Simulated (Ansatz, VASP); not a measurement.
**Two plane-wave programs on Be2C**

```
CELL_PARAMETERS angstrom
0.00000 2.15336 2.15336
2.15336 0.00000 2.15336
2.15336 2.15336 0.00000
ATOMIC_POSITIONS crystal
C 0.00000 0.00000 0.00000
Be 0.25000 0.25000 0.25000
Be 0.75000 0.75000 0.75000
```

Change from the starting cell: hydrostatic strain -0.3%.

Alike in both runs: task single point; functional r2SCAN; k mesh 10 × 10 × 10; no spin polarisation.

|  | VASP | Ansatz |
| --- | --- | --- |
| version | VASP 6.6.1 | Ansatz 0.2.0 |
| potentials or method | VASP PAW PBE potentials, release 64 (C, Be) | plane waves, PAW |
| plane-wave cutoff (eV) | 660 | 500 |
| occupations | gaussian, width 0.01 eV | fixed |
| valence electrons in the cell | 8 | 8 |

|  | VASP | Ansatz | Ansatz less VASP |
| --- | --- | --- | --- |
| gap on the k mesh at the Fermi level (eV) | 1.53 | 1.54 | +0.005 |
| pressure (GPa) | 2.9 | 2.1 | -0.79 |

VASP's potentials were made for PBE, not for r2SCAN.
